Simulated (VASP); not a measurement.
The system is Ba3O2.

```
CELL_PARAMETERS angstrom
3.97484 0.00000 0.00000
-1.98742 3.44231 0.00000
0.00000 0.00000 10.41333
ATOMIC_POSITIONS crystal
Ba 0.00000 0.00000 0.00000
Ba 0.33333 0.66667 0.70604
Ba 0.66667 0.33333 0.29396
O 0.33333 0.66667 0.16485
O 0.66667 0.33333 0.83515
```

```yaml
Program: VASP 6.6.1
Task: relaxation of cell and atoms
Functional: PBE
Potentials_or_basis: VASP PAW PBE potentials, release 64 (Ba_sv, O)
Cutoff: 600 eV
k_mesh: 12 × 12 × 4
Occupations: gaussian, width 0.1 eV
Spin: no spin polarisation
```

At the start: pressure 1.2 GPa; volume 28.50 Å³/atom.

Q: Where does the relaxation end?

A: Over 6 steps the energy falls by 3.9 meV/atom and the volume is 29.10 Å³/atom (+2.1 %); space group P-3m1 (No. 164, to 0.1 Å) before and after.

The path:
```csv
step,energy change (eV),largest force (eV/Å),pressure (GPa),volume (Å³)
1,0.0000,0.2308,1.18,142.48
2,-0.0168,0.0591,-0.20,146.87
3,-0.0169,0.0742,-0.08,146.45
4,-0.0179,0.0611,-0.06,146.27
5,-0.0196,0.0208,-0.01,145.73
6,-0.0197,0.0051,0.02,145.50
```

Final structure:
```
Ba O
1.0
     4.00671    0.00000    0.00000
    -2.00335    3.46991    0.00000
     0.00000    0.00000   10.46549
Ba O
3 2
Direct
  0.00000 0.00000 0.00000
  0.33333 0.66667 0.70314
  0.66667 0.33333 0.29686
  0.33333 0.66667 0.16294
  0.66667 0.33333 0.83706
```
